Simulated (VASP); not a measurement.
# Ti (P6_3/mmc) in VASP: further runs

Runs on Ti. Level: PBEsol. Tasks: single point.

All numbers are computed with VASP 6.6.1; they aren't measurements. Logs are shortened: lines on timing, memory, paths and dates and some standing lists are left out, and cuts for length are marked.

## (1) The cell of the first run

It takes space group P6_3/mmc (No. 194, hexagonal). The conventional cell has a = 2.910 Å, b = 2.910 Å, c = 4.617 Å, α = 90.00°, β = 90.00°, γ = 120.00°. Ti (site symmetry -6m2) has 12 Ti at 2.86 to 2.91 Å within 3.8 Å.

## (2) Single point, PBEsol (volume scaled by 0.96)

Input file INCAR:

```
  PREC = Accurate
  ENCUT = 520
  EDIFF = 1E-6
  ISMEAR = -1
  SIGMA = 0.05
  LREAL = False
  LASPH = True
  NELM = 100
  ALGO = Normal
  ISIF = 2
  LWAVE = False
  LCHARG = False
  GGA = PS
  NBANDS = 19
```

Input file KPOINTS:

```
regular mesh
0
Gamma
  10 10 6
```

Input file POSCAR:

```
Ti
1.0
    2.9101302477      0.0000000000      0.0000000000
   -1.4550651239      2.5202467229      0.0000000000
    0.0000000000      0.0000000000      4.6167490031
Ti
2
Direct
    0.6666666667      0.3333333333      0.7500000000
    0.3333333333      0.6666666667      0.2500000000
```

Potentials or basis: VASP PAW PBE potentials, release 64 (Ti_sv).

Launch:

```bash
$ cat potpaw_PBE.64/Ti_sv/POTCAR > POTCAR
$ mpirun -np 1 vasp_std > vasp.out
```

OUTCAR:

```text
PREC = Accurate
   ENCUT = 520
   EDIFF = 1E-6
   ISMEAR = -1
   LREAL = False
   LASPH = True
   NELM = 100
   ISIF = 2
   GGA = PS

 ion  position               nearest neighbor table
   1  0.667  0.333  0.750-   2 2.86   2 2.86   2 2.86   2 2.86   2 2.86   2 2.86
   2  0.333  0.667  0.250-   1 2.86   1 2.86   1 2.86   1 2.86   1 2.86   1 2.86

  LATTYP: Found a hexagonal cell.
 ALAT       =     2.9101302477
 C/A-ratio  =     1.5864406780

  Lattice vectors:

 A1 = (   2.9101302477,   0.0000000000,   0.0000000000)
 A2 = (  -1.4550651239,   2.5202467229,   0.0000000000)
 A3 = (   0.0000000000,   0.0000000000,   4.6167490031)

Analysis of symmetry for initial positions (statically):
=====================================================================
 Subroutine PRICEL returns:
 Original cell was already a primitive cell.

 Routine SETGRP: Setting up the symmetry group for a
 hexagonal supercell.

 Subroutine GETGRP returns: Found 24 space group operations
 (whereof 12 operations were pure point group operations)
 out of a pool of 24 trial point group operations.

The static configuration has the point symmetry D_3d.
 The point group associated with its full space group is D_6h.

Analysis of symmetry for dynamics (positions and initial velocities):
=====================================================================
 Subroutine PRICEL returns:
 Original cell was already a primitive cell.

 Routine SETGRP: Setting up the symmetry group for a
 hexagonal supercell.

 Subroutine GETGRP returns: Found 24 space group operations
 (whereof 12 operations were pure point group operations)
 out of a pool of 24 trial point group operations.

The dynamic configuration has the point symmetry D_3d.
 The point group associated with its full space group is D_6h.

 Subroutine INISYM returns: Found 24 space group operations
 (whereof 12 operations are pure point group operations),
 and found     1 'primitive' translations

----------------------------------------------------------------------------------------

                                     Primitive cell

  volume of cell :      33.8604

  direct lattice vectors                    reciprocal lattice vectors
     2.910130248  0.000000000  0.000000000     0.343627231  0.198393275  0.000000000
    -1.455065124  2.520246723  0.000000000     0.000000000  0.396786549  0.000000000
     0.000000000  0.000000000  4.616749003     0.000000000  0.000000000  0.216602635

  length of vectors
     2.910130248  2.910130248  4.616749003     0.396786549  0.396786549  0.216602635

  position of ions in fractional coordinates (direct lattice)
     0.666666667  0.333333333  0.750000000
     0.333333333  0.666666667  0.250000000

  ion indices of the primitive-cell ions
   primitive index   ion index
                 1           1
                 2           2

----------------------------------------------------------------------------------------

 KPOINTS: regular mesh

Automatic generation of k-mesh.
 Grid dimensions read from file:
 generate k-points for:   10   10    6

 Generating k-lattice:

  Cartesian coordinates                     Fractional coordinates (reciprocal lattice)
     0.034362723  0.019839327  0.000000000     0.100000000  0.000000000  0.000000000
     0.000000000  0.039678655  0.000000000     0.000000000  0.100000000  0.000000000
     0.000000000  0.000000000  0.036100439     0.000000000  0.000000000  0.166666667

  Length of vectors
     0.039678655  0.039678655  0.036100439

  Shift w.r.t. Gamma in fractional coordinates (k-lattice)
     0.000000000  0.000000000  0.000000000

 Subroutine IBZKPT returns following result:
 ===========================================

 Found     56 irreducible k-points:

 Following reciprocal coordinates:
            Coordinates               Weight
  0.000000  0.000000  0.000000      1.000000
  0.100000  0.000000  0.000000      6.000000
  0.200000  0.000000  0.000000      6.000000
  0.300000  0.000000  0.000000      6.000000
  0.400000  0.000000  0.000000      6.000000
  0.500000  0.000000  0.000000      3.000000
[... 16 lines left out ...]
  0.300000  0.100000  0.166667     24.000000
  0.400000  0.100000  0.166667     24.000000
 [... further k-points ...]
   k-points           NKPTS =     56   k-points in BZ     NKDIM =     56   number of bands    NBANDS=     19
   number of dos      NEDOS =    301   number of ions     NIONS =      2
   total plane-waves  NPLWV =  20736
   dimension x,y,z NGX =    24 NGY =   24 NGZ =   36
   dimension x,y,z NGXF=    48 NGYF=   48 NGZF=   72
   ions per type =               2
   NGX,Y,Z   is equivalent  to a cutoff of  13.71, 13.71, 12.96 a.u.
   NGXF,Y,Z  is equivalent  to a cutoff of  27.42, 27.42, 25.93 a.u.
 SYSTEM =  unknown system
   PREC   = accura    normal or accurate (medium, high low for compatibility)
   ISTART =      0    job   : 0-new  1-cont  2-samecut
   ICHARG =      2    charge: 1-file 2-atom 10-const
   ISPIN  =      1    spin polarized calculation?
   LNONCOLLINEAR =      F non collinear calculations
   LSORBIT =      F    spin-orbit coupling
   LASPH  =      T    aspherical Exc in radial PAW
   ENCUT  =  520.0 eV  38.22 Ry    6.18 a.u.   5.41  5.41  8.58*2*pi/ulx,y,z
   NELM   =    100;   NELMIN=  2; NELMDL= -5     # of ELM steps
   EDIFF  = 0.1E-05   stopping-criterion for ELM
   LREAL  =      F    real-space projection
   EDIFFG = 0.1E-04   stopping-criterion for IOM
   NSW    =      0    number of steps for IOM
   IBRION =     -1    ionic relax: 0-MD 1-quasi-New 2-CG
   NFREE  =      0    steps in history (QN), initial steepest desc. (CG)
   ISIF   =      2    stress and relaxation
   ISYM   =      2    0-nonsym 1-usesym 2-fastsym
   POTIM  = 0.5000    time-step for ionic-motion
   TEBEG  =    0.0;   TEEND  =   0.0 temperature during run
   PSTRESS=    0.0 pullay stress
   NELECT =      24.0000    total number of electrons
   NUPDOWN=      -1.0000    fix difference up-down
   EMIN   =  10.00;   EMAX   =-10.00  energy-range for DOS
   EFERMI =   0.00;   METHOD = LEGACY
   ISMEAR =    -1;   SIGMA  =   0.05  broadening in eV -4-tet -1-fermi 0-gaus
   EFERMI_NEDOS =   21; number of points for ismear=-14 and -15
   IALGO  =     38    algorithm
   IMIX   =      4    mixing-type and parameters
     AMIX     =   0.40;   BMIX     =  1.00
     AMIX_MAG =   1.60;   BMIX_MAG =  1.00
  volume/ion in A,a.u.               =      16.93       114.25
  Fermi-wavevector in a.u.,A,eV,Ry     =   1.459648  2.758334 28.988177  2.130571
  Thomas-Fermi vector in A             =   2.576190
   LORBIT       =      0    0 simple, 1 ext, 2 COOP (PROOUT), +10 PAW based schemes
   GGA     = PS    functional components
   LHFCALC =     F    Hartree Fock is set to
   AEXX    =    0.0000 exact exchange contribution
   IVDW    =     0    specifies the selected vdW correction
   LEPSILON=     F    determine dielectric tensor
   LRPA    =     F    only Hartree local field effects (RPA)
 non-spin polarized calculation
  energy-cutoff  :      520.00
  volume of cell :       33.86
 maximum number of plane-waves:       935
 NGX is ok and might be reduce to    24
   NGX = 11   NGY = 11   NGZ = 17

 number of electron      23.9999999 magnetization

 Free energy of the ion-electron system (eV)
  ---------------------------------------------------
  ext. energy  EPLUGINS =         0.00000000
  ---------------------------------------------------
  free energy    TOTEN  =       -16.68266834 eV

  energy without entropy =      -16.66300239  energy(sigma->0) =      -16.67283537

 E-fermi :   8.4704     XC(G=0): -11.7579

 val. band max:        8.4695655523   @ k =   0.1000   0.0000   0.1667
 cond. band min:       8.4945780460   @ k =   0.0000   0.0000   0.3333
 fundamental gap:      0.0250124937
 Fermi energy:         8.4704450474

 k-point     1 :       0.0000    0.0000    0.0000
  band No.  band energies     occupation
      1     -48.1041      2.00000
      2     -47.9502      2.00000
      3     -24.8270      2.00000
      4     -24.1201      2.00000
      5     -24.1201      2.00000
      6     -24.0489      2.00000
[... 11 lines left out ...]
     18      10.1516      0.00000
     19      11.7393      0.00000

 k-point     2 :       0.1000    0.0000    0.0000
  band No.  band energies     occupation
      1     -48.0931      2.00000
      2     -47.9458      2.00000
      3     -24.8030      2.00000
      4     -24.1694      2.00000
      5     -24.1365      2.00000
      6     -24.0619      2.00000
[... 11 lines left out ...]
     18       9.9951      0.00000
     19      11.8216      0.00000

 k-point     3 :       0.2000    0.0000    0.0000
  band No.  band energies     occupation
      1     -48.0633      2.00000
      2     -47.9352      2.00000
      3     -24.7358      2.00000
      4     -24.2997      2.00000
      5     -24.1919      2.00000
      6     -24.1774      2.00000
[... 11 lines left out ...]
     18      10.4745      0.00000
     19      11.9738      0.00000

 k-point     4 :       0.3000    0.0000    0.0000
  band No.  band energies     occupation
      1     -48.0237      2.00000
      2     -47.9244      2.00000
      3     -24.6399      2.00000
      4     -24.4625      2.00000
      5     -24.3454      2.00000
      6     -24.2256      2.00000
[... 11 lines left out ...]
     18      11.1741      0.00000
     19      12.0927      0.00000

 k-point     5 :       0.4000    0.0000    0.0000
  band No.  band energies     occupation
      1     -47.9873      2.00000
      2     -47.9200      2.00000
      3     -24.5948      2.00000
      4     -24.5405      2.00000
      5     -24.4648      2.00000
      6     -24.2633      2.00000
[... 11 lines left out ...]
     18      11.9495      0.00000
     19      12.1567      0.00000

 k-point     6 :       0.5000    0.0000    0.0000
  band No.  band energies     occupation
      1     -47.9708      2.00000
      2     -47.9208      2.00000
      3     -24.6453      2.00000
      4     -24.5095      2.00000
      5     -24.4894      2.00000
      6     -24.2774      2.00000
[... 11 lines left out ...]
     18      12.1927      0.00000
     19      13.0113      0.00000

 k-point     7 :       0.1000    0.1000    0.0000
  band No.  band energies     occupation
      1     -48.0727      2.00000
      2     -47.9383      2.00000
      3     -24.7573      2.00000
      4     -24.2465      2.00000
      5     -24.2000      2.00000
      6     -24.1217      2.00000
[... 11 lines left out ...]
     18      10.3768      0.00000
     19      11.9080      0.00000

 k-point     8 :       0.2000    0.1000    0.0000
  band No.  band energies     occupation
      1     -48.0379      2.00000
      2     -47.9277      2.00000
      3     -24.6753      2.00000
      4     -24.3808      2.00000
      5     -24.3169      2.00000
      6     -24.1918      2.00000
[... 256 lines left out ...]
 k-point    20 :       0.5000    0.0000    0.1667
  band No.  band energies     occupation
      1     -47.9675      2.00000
      2     -47.9242      2.00000
      3     -24.6906      2.00000
      4     -24.5593      2.00000
      5     -24.4174      2.00000
      6     -24.2650      2.00000
[... 11 lines left out ...]
     18      12.1800      0.00000
     19      12.7100      0.00000

 k-point    21 :       0.1000    0.1000    0.1667
  band No.  band energies     occupation
      1     -48.0638      2.00000
      2     -47.9474      2.00000
      3     -24.7205      2.00000
      4     -24.2327      2.00000
      5     -24.2196      2.00000
      6     -24.1523      2.00000
[... 11 lines left out ...]
     18      10.4857      0.00000
     19      11.8731      0.00000

 k-point    22 :       0.2000    0.1000    0.1667
  band No.  band energies     occupation
      1     -48.0306      2.00000
      2     -47.9351      2.00000
      3     -24.6621      2.00000
      4     -24.3689      2.00000
      5     -24.3289      2.00000
      6     -24.2057      2.00000
[... 11 lines left out ...]
     18      11.0336      0.00000
     19      11.9526      0.00000

 k-point    23 :       0.3000    0.1000    0.1667
  band No.  band energies     occupation
      1     -47.9941      2.00000
      2     -47.9259      2.00000
      3     -24.6292      2.00000
      4     -24.4897      2.00000
      5     -24.4126      2.00000
      6     -24.2594      2.00000
[... 11 lines left out ...]
     18      11.6210      0.00000
     19      12.1756      0.00000

 k-point    24 :       0.4000    0.1000    0.1667
  band No.  band energies     occupation
      1     -47.9676      2.00000
      2     -47.9240      2.00000
      3     -24.6646      2.00000
      4     -24.5403      2.00000
      5     -24.4200      2.00000
      6     -24.2837      2.00000
[... 11 lines left out ...]
     18      12.0325      0.00000
     19      12.7837      0.00000

 [... further k-points ...]
[... 5 lines left out ...]
  --------------------------------------------------------------------------------------
  -------------------------------------------------------------------------------------
  Total       -0.3069319     -0.3069319     -0.4278692      0.0000000     -0.0000000      0.0000000
  in kB      -14.5231494    -14.5231494    -20.2455617      0.0000000     -0.0000000      0.0000000
  external PRESSURE =     -16.4306202 kB  Pullay stress =       0.0000000 kB

 VOLUME and BASIS-vectors are now :
 -----------------------------------------------------------------------------
  energy-cutoff  :      520.00
  volume of cell :       33.86
      direct lattice vectors                 reciprocal lattice vectors
     2.910130248  0.000000000  0.000000000     0.343627231  0.198393275  0.000000000
    -1.455065124  2.520246723  0.000000000     0.000000000  0.396786549  0.000000000
     0.000000000  0.000000000  4.616749003     0.000000000  0.000000000  0.216602635

 POSITION                                       TOTAL-FORCE (eV/Angst)
 -----------------------------------------------------------------------------------
      1.45507      0.84008      3.46256        -0.000000      0.000000      0.000000
     -0.00000      1.68016      1.15419         0.000000     -0.000000      0.000000
 -----------------------------------------------------------------------------------
    total drift:                               -0.000000      0.000000     -0.000000

  FREE ENERGIE OF THE ION-ELECTRON SYSTEM (eV)
  ---------------------------------------------------
  free  energy   TOTEN  =       -16.6826683393 eV

  energy  without entropy=      -16.6630023908  energy(sigma->0) =      -16.67283537
```

It took 20 s on 1 thread of Intel Xeon Platinum 8375C at 2.90GHz (Ice Lake), shared host; peak memory 0.16 GiB.

What came out:

```
Free energy            : -16.6827 eV
Pressure               : -1.6 GPa
Band gap on the k mesh : zero (band 12 reaches 9.27 eV, above the bottom of band 13 at 8.27 eV)
```

Stress tensor (GPa, compression positive):
```
-1.45  0.00  0.00
 0.00 -1.45  0.00
 0.00  0.00 -2.02
```

Caveat: the cell differs from its parent crystal (volume scaled by 0.96); the PAW data sets were made with another functional, which shifts forces and pressure a little.

## (3) Single point, PBEsol (volume scaled by 0.98)

Input file INCAR:

```
SYSTEM = Ti
PREC     = Accurate       ! precision mode
ENCUT    = 520            ! plane-wave cutoff, eV
EDIFF    = 1E-7           ! SCF threshold, eV
ISMEAR   = -1             ! smearing method
SIGMA    = 0.05           ! smearing width, eV
LREAL    = .FALSE.        ! projectors in reciprocal space
LASPH    = .TRUE.         ! aspherical terms in the spheres
NELM     = 100            ! most SCF steps
ALGO     = Normal         ! electronic algorithm
ISIF     = 2              ! what is computed and relaxed
LWAVE    = .FALSE.        ! write WAVECAR
LCHARG   = .FALSE.        ! write CHGCAR
GGA      = PS             ! functional
NBANDS   = 19             ! bands
```

Input file KPOINTS:

```
Automatic mesh
0
G
  10 10 6
  0 0 0
```

Input file POSCAR:

```
Ti
1.0
    2.9302007457      0.0000000000      0.0000000000
   -1.4651003729      2.5376282840      0.0000000000
    0.0000000000      0.0000000000      4.6485896576
Ti
2
Direct
    0.6666666667      0.3333333333      0.7500000000
    0.3333333333      0.6666666667      0.2500000000
```

Potentials or basis: VASP PAW PBE potentials, release 64 (Ti_sv).

Launch:

```bash
$ cat potpaw_PBE.64/Ti_sv/POTCAR > POTCAR
$ mpirun -np 1 vasp_std > vasp.out
```

Run time: 20 s. Hardware: 1 thread of Intel Xeon Platinum 8375C at 2.90GHz (Ice Lake), shared host; peak memory 0.17 GiB.

Results (log left out):

```yaml
Free_energy: -16.6706 eV
Pressure: -3.9 GPa
Band_gap_on_the_k_mesh: zero (band 12 reaches 9.04 eV, above the bottom of band 13 at 8.04 eV)
```

Stress tensor (GPa, compression positive):
```
-3.70  0.00  0.00
 0.00 -3.70  0.00
 0.00  0.00 -4.24
```

Levels at points of the mesh, in eV from the Fermi level:
```tsv
k point	band 8	band 9	band 10	band 11	band 12	band 13	band 14	band 15	band 16	band 17
(0.00, 0.00, 0.00)	-32.54	-6.21	-2.70	0.79	0.79	0.79	0.89	1.29	1.29	1.64
(0.50, 0.00, 0.00)	-32.62	-2.35	-2.17	-1.86	-0.60	0.49	0.63	1.19	3.39	3.61
(0.00, 0.00, 0.50)	-32.59	-4.35	-4.35	0.09	0.09	0.69	0.69	0.69	0.69	2.83
(0.50, 0.00, 0.50)	-32.70	-2.55	-2.55	-0.81	-0.81	1.36	1.36	1.75	1.75	3.53
```

Caveat: the cell differs from its parent crystal (volume scaled by 0.98); the PAW data sets were made with another functional, which shifts forces and pressure a little.

## (4) Single point, PBEsol

This run uses another cell than the first one, of 17.64 Å³/atom, 1.042 times its volume.

Input file INCAR:

```
ALGO = Normal
EDIFF = 1E-7
ENCUT = 520
GGA = PS
ISIF = 2
ISMEAR = -1
LASPH = True
LCHARG = False
LREAL = False
LWAVE = False
NBANDS = 19
NELM = 100
PREC = Accurate
SIGMA = 0.05
```

Input file KPOINTS:

```
k-points
0
Gamma
  10 10 6
```

Input file POSCAR:

```
Ti
1.0
    2.9500000000      0.0000000000      0.0000000000
   -1.4750000000      2.5547749412      0.0000000000
    0.0000000000      0.0000000000      4.6800000000
Ti
2
Direct
    0.6666666667      0.3333333333      0.7500000000
    0.3333333333      0.6666666667      0.2500000000
```

Launch:

```bash
$ cat potpaw_PBE.64/Ti_sv/POTCAR > POTCAR
$ mpirun -np 1 vasp_std > vasp.out
```

It took 21 s on 1 thread of Intel Xeon Platinum 8375C at 2.90GHz (Ice Lake), shared host; peak memory 0.17 GiB.

The run converged. Its results:

```
Free energy            : -16.6492 eV
Pressure               : -5.9 GPa
Band gap on the k mesh : zero (band 12 reaches 8.81 eV, above the bottom of band 13 at 7.82 eV)
```

Stress tensor (GPa, compression positive):
```
-5.73  0.00  0.00
 0.00 -5.73  0.00
 0.00  0.00 -6.25
```

Levels at points of the mesh, in eV from the Fermi level:
| k point | band 10 | band 11 | band 12 | band 13 | band 14 | band 15 |
| --- | --- | --- | --- | --- | --- | --- |
| (0.00, 0.00, 0.00) | -2.65 | 0.74 | 0.78 | 0.78 | 0.88 | 1.26 |
| (0.50, 0.00, 0.00) | -2.11 | -1.80 | -0.62 | 0.49 | 0.61 | 1.16 |
| (0.00, 0.00, 0.50) | -4.33 | 0.09 | 0.09 | 0.68 | 0.68 | 0.68 |
| (0.50, 0.00, 0.50) | -2.50 | -0.79 | -0.79 | 1.30 | 1.30 | 1.71 |

Caveat: the PAW data sets were made with another functional, which shifts forces and pressure a little.

## (5) The runs side by side

```csv
cell,gap on the mesh (eV),pressure (GPa)
"a = 2.910, b = 2.910, c = 4.617 Å, angles 90.0, 90.0, 120.0°, 2 atoms",none,-1.6
"a = 2.930, b = 2.930, c = 4.649 Å, angles 90.0, 90.0, 120.0°, 2 atoms",none,-3.9
"a = 2.950, b = 2.950, c = 4.680 Å, angles 90.0, 90.0, 120.0°, 2 atoms",none,-5.9
```

Alike in all rows: task single point; level PBEsol; potentials or basis VASP PAW PBE potentials, release 64 (Ti_sv); no spin polarisation; k mesh 10 × 10 × 6; cutoff (eV) 520; smearing fermi-dirac 0.05 eV.

Caveats: the PAW data sets were made with another functional, which shifts forces and pressure a little.

Absolute energies hang on the potentials; compare differences alone.
